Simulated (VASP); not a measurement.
The system is Cu.

```
Cu
1.0
     0.00000    1.80750    1.80750
     1.80750    0.00000    1.80750
     1.80750    1.80750    0.00000
Cu
1
Direct
  0.00000 0.00000 0.00000
```

| Quantity | Value |
| --- | --- |
| Program | VASP 6.6.1 |
| Task | relaxation of cell and atoms |
| Functional | r2SCAN |
| Potentials or basis | VASP PAW PBE potentials, release 64 (Cu) |
| Cutoff | 600 eV |
| k mesh | 20 × 20 × 20 |
| Occupations | gaussian, width 0.1 eV |
| Spin | no spin polarisation |

At the start: pressure -4.2 GPa; volume 11.81 Å³/atom.

Question: How do energy, volume and symmetry change on relaxing?

Answer: Over 4 steps the energy falls by 4.3 meV/atom and the volume is 11.48 Å³/atom (-2.8 %); space group Fm-3m (No. 225, to 0.1 Å) before and after.

The path:
```
step  energy change (eV)  largest force (eV/Å)  pressure (GPa)  volume (Å³)
   1              0.0000                0.0000           -4.23        11.81
   2             -0.0025                0.0000            2.91        11.29
   3             -0.0043                0.0000           -0.10        11.49
   4             -0.0043                0.0000            0.03        11.48
```

Final structure:
```
Cu
1.0
     0.00000    1.79062    1.79062
     1.79062    0.00000    1.79062
     1.79062    1.79062    0.00000
Cu
1
Direct
  0.00000 0.00000 0.00000
```

Caveat: the PAW data sets were made with another functional, which shifts forces and pressure a little.
